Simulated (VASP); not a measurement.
Write the native input for VASP 6.6.1 that does the following.

- Task: single point
- Functional: PBE
- Potentials or basis: VASP PAW PBE potentials, release 64 (Fe, O)
- Cutoff: 600 eV
- k mesh: 14 × 14 × 14
- Occupations: fermi-dirac, width 0.1 eV
- Spin: no spin polarisation
- Hubbard terms: Fe d U = 6.0 eV
- Dipole correction: no
- Further INCAR settings: ALGO = Normal; EDIFF = 1e-06; NBANDS = 22

The structure of FeO lies in POSCAR:

```
FeO
1.0
    0.0000000000      4.3108000000      4.3108000000
    2.1554000000      0.0000000000      2.1554000000
    2.1554000000      2.1554000000      0.0000000000
Fe O
2 2
Direct
    0.0000000000      0.0000000000      0.0000000000
    0.5000000000      0.0000000000      0.0000000000
    0.2500000000      0.5000000000      0.5000000000
    0.7500000000      0.5000000000      0.5000000000
```

These files were run (other wordings do the same):

INCAR

```
PREC = Accurate
ENCUT = 600
EDIFF = 1E-6
ISMEAR = -1
SIGMA = 0.1
LREAL = F
LASPH = T
NELM = 200
ALGO = Normal
ISIF = 2
LWAVE = F
LCHARG = F
LMAXMIX = 4
LDAU = T
LDAUTYPE = 2
LDAUL = 2 -1
LDAUU = 6 0
LDAUJ = 0 0
LDAUPRINT = 1
GGA = PE
NBANDS = 22
GGA_COMPAT = F
```

KPOINTS

```
Automatic mesh
0
Gamma
  14 14 14
```

Potentials or basis: VASP PAW PBE potentials, release 64 (Fe, O).

Run with:

```sh
$ cat potpaw_PBE.64/Fe/POTCAR potpaw_PBE.64/O/POTCAR > POTCAR
$ mpirun -np 1 vasp_std > vasp.out
```

Results of the run:

```yaml
Pressure: -15.8 GPa
Band_gap_on_the_k_mesh: 3.54 eV
```

Caveat: the cell stands under tension; the run has no spin polarisation, though such a crystal can be magnetic.

Wall time 9.6 min on 1 thread of Intel Xeon 8259CL (shared host), peak memory 0.39 GiB.
